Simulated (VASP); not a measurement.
Set up this calculation in VASP 6.6.1, as the native input.

```
Task                   : single point
Functional             : r2SCAN
Potentials or basis    : VASP PAW PBE potentials, release 64 (Cr_pv)
Cutoff                 : 520 eV
k mesh                 : 26 × 26 × 26
Occupations            : gaussian, width 0.1 eV
Spin                   : collinear spin, ferromagnetic start
Starting moments       : [0.45] μB
Dipole correction      : no
Further INCAR settings : ALGO = Normal; EDIFF = 1e-06; NBANDS = 16
```

The system is Cr.

```
Cr
1.0
     0.00000    1.79820    1.79820
     1.79820    0.00000    1.79820
     1.79820    1.79820    0.00000
Cr
1
Direct
  0.00000 0.00000 0.00000
```

One way to write it, as run:

POSCAR

```
Cr
1.0
    0.0000000000      1.7982001535      1.7982001535
    1.7982001535      0.0000000000      1.7982001535
    1.7982001535      1.7982001535      0.0000000000
Cr
1
Direct
    0.0000000000      0.0000000000      0.0000000000
```

INCAR.step1

```
PREC     = Accurate       # precision mode
ENCUT    = 520            # plane-wave cutoff, eV
ISMEAR   = 0              # smearing method
SIGMA    = 0.1            # smearing width, eV
LREAL    = False          # projectors in reciprocal space
LASPH    = True           # aspherical terms in the spheres
NELM     = 150            # most SCF steps
ISPIN    = 2              # spin polarisation
MAGMOM   = 0.45           # initial moments
LMAXMIX  = 4              # l up to which the mixer works
NBANDS   = 16             # bands
GGA      = PE             # functional
ALGO     = Normal         # electronic algorithm
EDIFF    = 1E-4           # SCF threshold, eV
LWAVE    = True           # write WAVECAR
LCHARG   = False          # write CHGCAR
```

INCAR.step2

```
PREC     = Accurate       # precision mode
ENCUT    = 520            # plane-wave cutoff, eV
EDIFF    = 1E-6           # SCF threshold, eV
ISMEAR   = 0              # smearing method
SIGMA    = 0.1            # smearing width, eV
LREAL    = False          # projectors in reciprocal space
LASPH    = True           # aspherical terms in the spheres
NELM     = 150            # most SCF steps
ALGO     = Normal         # electronic algorithm
ISIF     = 2              # what is computed and relaxed
LWAVE    = False          # write WAVECAR
LCHARG   = False          # write CHGCAR
ISPIN    = 2              # spin polarisation
MAGMOM   = 0.45           # initial moments
LORBIT   = 11             # projections on sites
LMAXMIX  = 4              # l up to which the mixer works
METAGGA  = R2SCAN         # meta-GGA
LMIXTAU  = True         
NBANDS   = 16             # bands
ISTART   = 1
```

KPOINTS

```
Automatic mesh
0
Gamma
  26 26 26
```

Potentials or basis: VASP PAW PBE potentials, release 64 (Cr_pv).

Command:

```bash
$ cat potpaw_PBE.64/Cr_pv/POTCAR > POTCAR
$ cp INCAR.step1 INCAR
$ mpirun -np 1 vasp_std > vasp.out
$ cp INCAR.step2 INCAR
$ mpirun -np 1 vasp_std > vasp.out
```

Results of the run:

| Quantity | Value |
| --- | --- |
| Pressure | 0.7 GPa |
| Band gap on the k mesh | zero (filled and empty bands overlap) |
| Net moment | 0.00 μB per cell |
| Valence electrons inside the program's atomic spheres | Cr 11.29 |

Caveat: the PAW data sets were made with another functional, which shifts forces and pressure a little.

It took 7.4 min on 1 thread of Intel(R) Xeon(R) Platinum 8488C (Sapphire Rapids), on a shared host, peak memory 0.25 GiB.
